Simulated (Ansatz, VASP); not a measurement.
# Two plane-wave programs on Mg2PCl

```
CELL_PARAMETERS angstrom
1.93045 1.11455 6.16957
-1.93045 1.11455 6.16957
0.00000 -2.22909 6.16957
ATOMIC_POSITIONS crystal
Mg 0.23198 0.23198 0.23198
Mg 0.76802 0.76802 0.76802
P 0.50000 0.50000 0.50000
Cl 0.00000 0.00000 0.00000
```

Alike in both runs: functional PBEsol; k mesh 9 × 9 × 9; occupations gaussian, width 0.02 eV; no spin polarisation.

Ansatz relaxed the structure, and its values are those at the end. VASP's run is a single point on that final structure, the one shown.

|  | VASP | Ansatz |
| --- | --- | --- |
| version | VASP 6.6.1 | Ansatz 0.2.0 |
| potentials or method | VASP PAW PBE potentials, release 64 (Mg, P, Cl), cutoff 520 eV | scalar-relativistic, plane waves, PAW |
| valence electrons in the cell | 16 | 32 |

Ansatz gave:

* gap on the k mesh at the Fermi level (eV): 1.02
* least direct gap on the mesh (eV): 1.02
* pressure (GPa): 0.0
* rms of the force components (eV/Å): 0.000

Estimate VASP's values.

gap on the k mesh at the Fermi level (eV): 0.99; least direct gap on the mesh (eV): 0.99; pressure (GPa): -0.1; rms of the force components (eV/Å): 0.008.

VASP's potentials were made for PBE, not for PBEsol. With one functional, cell and mesh, what is left measures potentials, basis and numerics. VASP's potentials hold 16 valence electrons a cell and Ansatz's 32, so a difference there can come from the potentials and not from the codes.
